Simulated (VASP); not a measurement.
# MnO (R-3m) in VASP: a series of runs, part 2 of 3

VASP 6.6.1. Earlier steps stand in the parts before.

## (4) Electric field gradients, PBE, collinear spin, ferromagnetic start (equal xy, yz and zx shear strains of -2 %)

Input file INCAR:

```
PREC = Accurate
ENCUT = 520
EDIFF = 1E-8
ISMEAR = -1
SIGMA = 0.05
LREAL = F
LASPH = T
NELM = 150
ALGO = Normal
ISIF = 2
LWAVE = F
LCHARG = F
ISPIN = 2
MAGMOM = 4 0
LORBIT = 11
LMAXMIX = 4
GGA = PE
LEFG = T
NBANDS = 20
```

Input file KPOINTS:

```
regular mesh
0
Gamma
  16 16 16
```

Input file POSCAR:

```
MnO
1.0
   -0.0444400000      2.1997800000      2.1997800000
    2.1997800000     -0.0444400000      2.1997800000
    2.1997800000      2.1997800000     -0.0444400000
Mn O
1 1
Direct
    0.0000000000      0.0000000000      0.0000000000
    0.5000000000      0.5000000000      0.5000000000
```

Potentials or basis: VASP PAW PBE potentials, release 64 (Mn_pv, O).

Run with:

```console
cat potpaw_PBE.64/Mn_pv/POTCAR potpaw_PBE.64/O/POTCAR > POTCAR
mpirun -np 1 vasp_std > vasp.out
```

OUTCAR:

```text
PREC = Accurate
   ENCUT = 520
   EDIFF = 1E-8
   ISMEAR = -1
   LREAL = F
   LASPH = T
   NELM = 150
   ISIF = 2
   ISPIN = 2
   LORBIT = 11
   GGA = PE

 ion  position               nearest neighbor table
   1  0.000  0.000  0.000-   2 2.22   2 2.22   2 2.22   2 2.22   2 2.22   2 2.22
   2  0.500  0.500  0.500-   1 2.22   1 2.22   1 2.22   1 2.22   1 2.22   1 2.22

  LATTYP: Found a trigonal (rhomboedric) cell.
 ALAT       =     3.1112761064
 COS(alpha) =     0.4797000918

  Lattice vectors:

 A1 = (  -0.0444400000,   2.1997800000,   2.1997800000)
 A2 = (   2.1997800000,  -0.0444400000,   2.1997800000)
 A3 = (   2.1997800000,   2.1997800000,  -0.0444400000)

Analysis of symmetry for initial positions (statically):
=====================================================================
 Subroutine PRICEL returns:
 Original cell was already a primitive cell.

 Routine SETGRP: Setting up the symmetry group for a
 trigonal (rhombohedral) supercell.

 Subroutine GETGRP returns: Found 12 space group operations
 (whereof 12 operations were pure point group operations)
 out of a pool of 12 trial point group operations.

The static configuration has the point symmetry D_3d.

Analysis of symmetry for dynamics (positions and initial velocities):
=====================================================================
 Subroutine PRICEL returns:
 Original cell was already a primitive cell.

 Routine SETGRP: Setting up the symmetry group for a
 trigonal (rhombohedral) supercell.

 Subroutine GETGRP returns: Found 12 space group operations
 (whereof 12 operations were pure point group operations)
 out of a pool of 12 trial point group operations.

The dynamic configuration has the point symmetry D_3d.

Analysis of structural, dynamic, and magnetic symmetry:
=====================================================================
 Subroutine PRICEL returns:
 Original cell was already a primitive cell.

 Routine SETGRP: Setting up the symmetry group for a
 trigonal (rhombohedral) supercell.

 Subroutine GETGRP returns: Found 12 space group operations
 (whereof 12 operations were pure point group operations)
 out of a pool of 12 trial point group operations.

The overall configuration has the point symmetry D_3d.

 Subroutine INISYM returns: Found 12 space group operations
 (whereof 12 operations are pure point group operations),
 and found     1 'primitive' translations

----------------------------------------------------------------------------------------

                                     Primitive cell

  volume of cell :      21.9347

  direct lattice vectors                    reciprocal lattice vectors
    -0.044440000  2.199780000  2.199780000    -0.220521143  0.225067971  0.225067971
     2.199780000 -0.044440000  2.199780000     0.225067971 -0.220521143  0.225067971
     2.199780000  2.199780000 -0.044440000     0.225067971  0.225067971 -0.220521143

  length of vectors
     3.111276106  3.111276106  3.111276106     0.387221845  0.387221845  0.387221845

[... 109 lines left out ...]
   LEPSILON=     F    determine dielectric tensor
   LRPA    =     F    only Hartree local field effects (RPA)
 spin polarized calculation
  energy-cutoff  :      520.00
  volume of cell :       21.93
 maximum number of plane-waves:       602
   NGX = 11   NGY = 11   NGZ = 11

 number of electron      18.9999988 magnetization       4.7607154

 Free energy of the ion-electron system (eV)
  ---------------------------------------------------
  ext. energy  EPLUGINS =         0.00000000
  ---------------------------------------------------
  free energy    TOTEN  =       -16.40105955 eV

  energy without entropy =      -16.39322911  energy(sigma->0) =      -16.39714433

 E-fermi :   7.5604     XC(G=0): -11.8732

 val. band max:        7.5592399240   @ k =  -0.4375  -0.4375   0.1875
 cond. band min:       7.5622817423   @ k =  -0.2500   0.2500   0.0625
 fundamental gap:      0.0030418183
 Fermi energy:         7.5604242033

 spin component 1

 k-point     1 :       0.0000    0.0000    0.0000
  band No.  band energies     occupation
      1     -42.8243      1.00000
      2     -42.8166      1.00000
      3     -42.8166      1.00000
      4     -12.7239      1.00000
      5       3.7499      1.00000
      6       3.7499      1.00000
[... 541 lines left out ...]
     19      27.3544      0.00000
     20      28.5749      0.00000

 [... further k-points ...]

 spin component 2

 k-point     1 :       0.0000    0.0000    0.0000
  band No.  band energies     occupation
      1     -38.1727      1.00000
      2     -38.1581      1.00000
      3     -38.1581      1.00000
      4     -12.2847      1.00000
      5       4.1297      1.00000
      6       4.1297      1.00000
[... 541 lines left out ...]
     19      29.3062      0.00000
     20      30.7443      0.00000

 [... further k-points ...]

------------------------ aborting loop because EDIFF is reached ----------------------------------------

  FORCE on cell =-STRESS in cart. coord.  units (eV):
  Direction    XX          YY          ZZ          XY          YZ          ZX
  --------------------------------------------------------------------------------------
  -------------------------------------------------------------------------------------
  Total        0.0072045      0.0072045      0.0072045      0.1720416      0.1720416      0.1720416
  in kB        0.5262430      0.5262430      0.5262430     12.5664647     12.5664647     12.5664647
  external PRESSURE =       0.5262430 kB  Pullay stress =       0.0000000 kB

 VOLUME and BASIS-vectors are now :
 -----------------------------------------------------------------------------
  energy-cutoff  :      520.00
  volume of cell :       21.93
      direct lattice vectors                 reciprocal lattice vectors
    -0.044440000  2.199780000  2.199780000    -0.220521143  0.225067971  0.225067971
     2.199780000 -0.044440000  2.199780000     0.225067971 -0.220521143  0.225067971
     2.199780000  2.199780000 -0.044440000     0.225067971  0.225067971 -0.220521143

 POSITION                                       TOTAL-FORCE (eV/Angst)
 -----------------------------------------------------------------------------------
      0.00000      0.00000      0.00000        -0.000000     -0.000000     -0.000000
      2.17756      2.17756      2.17756         0.000000      0.000000      0.000000
 -----------------------------------------------------------------------------------
    total drift:                                0.000000     -0.000000     -0.000000

  FREE ENERGIE OF THE ION-ELECTRON SYSTEM (eV)
  ---------------------------------------------------
  free  energy   TOTEN  =       -16.4010595458 eV

  energy  without entropy=      -16.3932291080  energy(sigma->0) =      -16.39714433

 Electric field gradients (V/A^2)
---------------------------------------------------------------------
 ion       V_xx      V_yy      V_zz      V_xy      V_xz      V_yz
---------------------------------------------------------------------
   1      -0.000     0.000     0.000     1.584     1.584     1.584
   2      -0.000    -0.000    -0.000    -3.879    -3.879    -3.879
---------------------------------------------------------------------

 Electric field gradients after diagonalization (V/A^2)
 (convention: |V_zz| > |V_xx| > |V_yy|)
----------------------------------------------------------------------
 ion       V_xx      V_yy      V_zz     asymmetry (V_yy - V_xx)/ V_zz
----------------------------------------------------------------------
   1      -1.584    -1.584     3.168       0.000
   2       3.879     3.879    -7.759       0.000
----------------------------------------------------------------------

           NMR quadrupolar parameters

 Cq : quadrupolar parameter    Cq=e*Q*V_zz/h
 eta: asymmetry parameters     (V_yy - V_xx)/ V_zz
 Q  : nuclear electric quadrupole moment in mb (millibarn)
----------------------------------------------------------------------
 ion       Cq(MHz)       eta       Q (mb)
----------------------------------------------------------------------
   1       0.008       0.000       1.000
   2      -0.019       0.000       1.000
----------------------------------------------------------------------

 total charge

# of ion       s       p       d       tot
------------------------------------------
    1        0.203   6.176   4.976  11.355
    2        1.561   3.414   0.000   4.976
--------------------------------------------------
tot          1.765   9.591   4.976  16.331

 magnetization (x)

# of ion       s       p       d       tot
------------------------------------------
    1        0.034   0.026   4.264   4.324
    2        0.030   0.170   0.000   0.201
--------------------------------------------------
tot          0.065   0.196   4.264   4.524
```

OSZICAR:

```text
N       E                     dE             d eps       ncg     rms          rms(c)
DAV:   1     0.170258823150E+03    0.17026E+03   -0.10339E+04 33536   0.112E+03
DAV:   2    -0.102113452790E+02   -0.18047E+03   -0.16811E+03 34312   0.327E+02
DAV:   3    -0.186575388390E+02   -0.84462E+01   -0.83510E+01 37508   0.764E+01
DAV:   4    -0.187202909199E+02   -0.62752E-01   -0.62739E-01 38280   0.681E+00
DAV:   5    -0.187208430701E+02   -0.55215E-03   -0.55214E-03 37284   0.638E-01    0.138E+01
DAV:   6    -0.167211389907E+02    0.19997E+01   -0.98176E+00 46100   0.344E+01    0.133E+01
DAV:   7    -0.164130808897E+02    0.30806E+00   -0.12847E+00 37972   0.163E+01    0.785E+00
DAV:   8    -0.164123337533E+02    0.74714E-03   -0.11793E-01 37064   0.254E+00    0.470E+00
DAV:   9    -0.163983637617E+02    0.13970E-01   -0.38817E-02 35040   0.210E+00    0.118E+00
DAV:  10    -0.164006499177E+02   -0.22862E-02   -0.72101E-03 36404   0.986E-01    0.239E-01
DAV:  11    -0.164009813385E+02   -0.33142E-03   -0.11184E-03 38400   0.310E-01    0.109E-01
DAV:  12    -0.164010435846E+02   -0.62246E-04   -0.52661E-05 36808   0.912E-02    0.325E-02
DAV:  13    -0.164010517076E+02   -0.81231E-05   -0.95197E-06 38248   0.271E-02    0.319E-02
DAV:  14    -0.164010595820E+02   -0.78743E-05   -0.56320E-06 36844   0.193E-02    0.672E-03
DAV:  15    -0.164010595365E+02    0.45477E-07   -0.29353E-07 38592   0.494E-03    0.241E-03
DAV:  16    -0.164010595458E+02   -0.92973E-08   -0.47655E-08 37320   0.175E-03
   1 F= -.16401060E+02 E0= -.16397144E+02  d E =-.783044E-02  mag=     4.7609
```

stdout:

```text
POSCAR found type information on POSCAR MnO
 POSCAR found :  2 types and       2 ions
 scaLAPACK will be used
 LDA part: xc-table for (Slater+PW92), standard interpolation
 POSCAR, INCAR and KPOINTS ok, starting setup
 FFT: planning ... GRIDC
 FFT: planning ... GRID_SOFT
 FFT: planning ... GRID
 WAVECAR not read
 entering main loop
ion   1

ion   2
```

Wall time 3.5 min (1 thread of Intel Xeon Platinum 8259CL at 2.50GHz (Skylake/Cascade Lake), shared host); peak memory 0.36 GiB.

Results:

* Free energy: -16.4011 eV
* Pressure: 0.1 GPa
* Net moment: 4.76 μB per cell
* Site moments: Mn +4.32; O +0.20 μB
* Largest electric field gradient by atom: Mn +3.2; O -7.8 V/Å²
* Valence electrons inside the program's atomic spheres: Mn 11.36; O 4.98

Levels at points of the mesh, in eV from the Fermi level:
Spin up:
| k point | band 9 | band 10 | band 11 | band 12 | band 13 | band 14 | band 15 | band 16 |
| --- | --- | --- | --- | --- | --- | --- | --- | --- |
| (0.00, 0.00, 0.00) | -3.27 | -3.16 | -2.69 | -2.69 | -0.51 | 13.96 | 16.10 | 16.10 |
| (0.50, 0.00, 0.00) | -2.32 | -1.89 | 0.15 | 0.21 | 3.53 | 7.63 | 11.85 | 12.22 |
| (0.50, 0.50, 0.00) | -2.27 | -2.06 | -2.05 | -1.93 | 5.03 | 7.81 | 10.43 | 13.45 |
| (0.50, 0.50, 0.50) | -2.29 | -1.83 | 0.24 | 0.24 | 3.33 | 8.08 | 11.48 | 11.48 |
Spin down:
```
           k point  band 4  band 5  band 6  band 7  band 8  band 9  band 10  band 11
(0.00, 0.00, 0.00)  -19.85   -3.43   -3.43   -3.25    0.66    0.66     0.66     0.97
(0.50, 0.00, 0.00)  -18.90   -7.41   -4.91   -4.73    1.82    1.87     2.07     3.59
(0.50, 0.50, 0.00)  -18.92   -6.43   -4.44   -4.25   -0.85    1.94     2.14     2.38
(0.50, 0.50, 0.50)  -18.83   -7.32   -4.98   -4.98    1.96    2.01     2.01     3.67
```

Electric field gradients, principal values (V/Å²):
```csv
atom,least,middle,greatest (by size)
1 Mn,-1.584,-1.584,3.168
2 O,3.879,3.879,-7.759
```

Caveat: the cell differs from its parent crystal (equal xy, yz and zx shear strains of -2 %); without QUAD_EFG the Cq values of the log hold for a quadrupole moment of 1 mb, not for the nuclei; a cell with one magnetic atom can't hold antiferromagnetic order, which such compounds often take; semilocal functionals often make such compounds metallic where correlation or magnetic order opens a gap, which also shifts bond lengths.

(Continued in part 3 of 3.)
